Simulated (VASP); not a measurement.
Runs of VASP 6.6.1 on LiH. The structure is that of space group Fm-3m (No. 225), or close to it. The cells are those of the table. 

| task | cell | cutoff (eV) | k mesh for the DOS | occupations for the DOS | gap on the mesh (eV) |
| --- | --- | --- | --- | --- | --- |
| single point | a = 2.889 Å, angles 60.0°, 2 atoms | 520 | - | - | 3.02 |
| single point | a = 2.880 Å, angles 60.0°, 2 atoms | 520 | - | - | (b) |
| single point | a = 2.833 Å, angles 60.0°, 2 atoms | 520 | - | - | 2.98 |
| single point | a = 2.715 Å, angles 60.0°, 2 atoms | 520 | - | - | (a) |
| relaxation of cell and atoms | relaxed from a = 2.880 Å, angles 60.0°, 2 atoms | 600 | - | - | 2.97 |
| single point | a = 2.925 Å, angles 60.0°, 2 atoms | 520 | - | - | 3.04 |
| single point | a = 2.775 Å, angles 60.0°, 2 atoms | 520 | - | - | 2.93 |

Alike in all rows: level PBE; potentials or basis VASP PAW PBE potentials, release 64 (Li_sv, H); no spin polarisation; k mesh 10 × 10 × 10; smearing gaussian 0.02 eV.

Problem. Estimate the missing entries.

Solution. (a) 2.87; (b) 3.01.

A k mesh can miss the band edges.
